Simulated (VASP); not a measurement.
A run of VASP 6.6.1:

Contents of INCAR:

```
SYSTEM = TaN
ALGO = Normal
EDIFF = 1E-6
ENCUT = 700
GGA = PS
GGA_COMPAT = .FALSE.
ISIF = 2
ISMEAR = 0
LASPH = .TRUE.
LCHARG = .FALSE.
LREAL = .FALSE.
LWAVE = .FALSE.
NBANDS = 36
NELM = 120
PREC = Accurate
SIGMA = 0.1
```

KPOINTS

```
k-points
0
G
  12 12 12
  0 0 0
```

POSCAR

```
TaN
1.0
    5.1375393389      0.0000000000      0.0000000000
   -2.5687696695      4.4492395805      0.0000000000
    0.0000000000      0.0000000000      2.8906900497
Ta N
3 3
Direct
    0.0000000000      0.0000000000      0.0000000000
    0.3333333333      0.6666666667      0.5000000000
    0.6666666667      0.3333333333      0.5000000000
    0.5000000000      0.0000000000      0.0000000000
    0.5000000000      0.5000000000      0.0000000000
    0.0000000000      0.5000000000      0.0000000000
```

Potentials or basis: VASP PAW PBE potentials, release 64 (Ta_sv_GW, N).

The run is started by

```sh
$ cat potpaw_PBE.64/Ta_sv_GW/POTCAR potpaw_PBE.64/N/POTCAR > POTCAR
$ mpirun -np 1 vasp_std > vasp.out
```

Hardware: 1 thread of Intel(R) Xeon(R) Platinum 8375C CPU @ 2.90GHz (Ice Lake), on a shared host.

Question: Estimate the wall time of this run.

Answer: Wall time 9.3 min on 1 thread of Intel(R) Xeon(R) Platinum 8375C CPU @ 2.90GHz (Ice Lake) (shared host), peak memory 0.54 GiB. Counts: scf iterations 19, k points 133.
